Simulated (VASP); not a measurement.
Set up this calculation in VASP 6.6.1, as the native input.

| Property | Result |
| --- | --- |
| Task | single point |
| Functional | r2SCAN |
| Potentials or basis | VASP PAW PBE potentials, release 64 (K_sv, Na_pv) |
| Cutoff | 520 eV |
| k mesh | 1 × 1 × 1 |
| Occupations | fermi-dirac, width 0.15 eV |
| Spin | no spin polarisation |
| Dipole correction | no |
| Further INCAR settings | LREAL = Auto; ALGO = Normal; EDIFF = 1e-06; NBANDS = 90 |

K16Na (a cell with a defect):

```
K Na
1.0
    10.46000    0.00000    0.00000
     0.00000   10.46000    0.00000
     0.00000    0.00000   10.46000
K Na
16 1
Direct
  0.98163 0.01071 0.00002
  0.47927 0.95650 0.00003
  0.98147 0.48912 0.00002
  0.01792 0.99849 0.50010
  0.26851 0.24994 0.23821
  0.48052 0.54181 0.00002
  0.49596 0.99413 0.49996
  0.76997 0.25021 0.29018
  0.01780 0.50153 0.50011
  0.23146 0.74964 0.25302
  0.26860 0.24994 0.76189
  0.49600 0.50600 0.49996
  0.75434 0.75023 0.25697
  0.76976 0.25022 0.71015
  0.23152 0.74964 0.74703
  0.75431 0.75023 0.74306
  0.62015 0.24841 0.00033
```

The input as run:

POSCAR

```
K16Na
1.0
   10.4600000000      0.0000000000      0.0000000000
    0.0000000000     10.4600000000      0.0000000000
    0.0000000000      0.0000000000     10.4600000000
K Na
16 1
Direct
   -0.0183700467      0.0107051544      0.0000191000
    0.4792679567     -0.0434988415      0.0000292094
   -0.0185349917      0.4891165483      0.0000201169
    0.0179169251     -0.0015114915      0.5001044973
    0.2685089165      0.2499423618      0.2382089698
    0.4805226337      0.5418118872      0.0000175525
    0.4959609132     -0.0058742026      0.4999643603
    0.7699741897      0.2502132289      0.2901800742
    0.0177954428      0.5015259428      0.5001053721
    0.2314626155      0.7496415054      0.2530163587
    0.2685962913      0.2499400860      0.7618875147
    0.4960022222      0.5059970776      0.4999630613
    0.7543413202      0.7502272629      0.2569653821
    0.7697621313      0.2502201271      0.7101485917
    0.2315183433      0.7496423701      0.7470259406
    0.7543088877      0.7502284407      0.7430559178
    0.6201463491      0.2484064423      0.0003336807
```

INCAR.step1

```
PREC = Accurate
ENCUT = 520
ISMEAR = -1
SIGMA = 0.15
LREAL = Auto
LASPH = T
NELM = 80
NBANDS = 90
GGA = PE
ALGO = Normal
EDIFF = 1E-4
LWAVE = T
LCHARG = F
```

INCAR.step2

```
PREC = Accurate
ENCUT = 520
EDIFF = 1E-6
ISMEAR = -1
SIGMA = 0.15
LREAL = Auto
LASPH = T
NELM = 80
ALGO = Normal
ISIF = 2
LWAVE = F
LCHARG = F
METAGGA = R2SCAN
LMIXTAU = T
NBANDS = 90
ISTART = 1
```

KPOINTS

```
regular mesh
0
Gamma
  1 1 1
```

Potentials or basis: VASP PAW PBE potentials, release 64 (K_sv, Na_pv).

Run with:

```bash
$ cat potpaw_PBE.64/K_sv/POTCAR potpaw_PBE.64/Na_pv/POTCAR > POTCAR
$ cp INCAR.step1 INCAR
$ mpirun -np 1 vasp_gam > vasp.out
$ cp INCAR.step2 INCAR
$ mpirun -np 1 vasp_gam > vasp.out
```

It gave:

```
Pressure               : 0.6 GPa
Largest force          : 0.067 eV/Å
Band gap on the k mesh : zero (an odd number of electrons rules out a gap without spin polarisation)
```

Caveat: the k points lie up to 0.60 Å⁻¹ apart, too coarse for converged energies and pressures of a metal; the PAW data sets were made with another functional, which shifts forces and pressure a little.

It took 9.6 min on 1 thread of Intel(R) Xeon(R) Platinum 8259CL CPU @ 2.50GHz (Skylake/Cascade Lake), with other jobs on the host, peak memory 1.1 GiB.
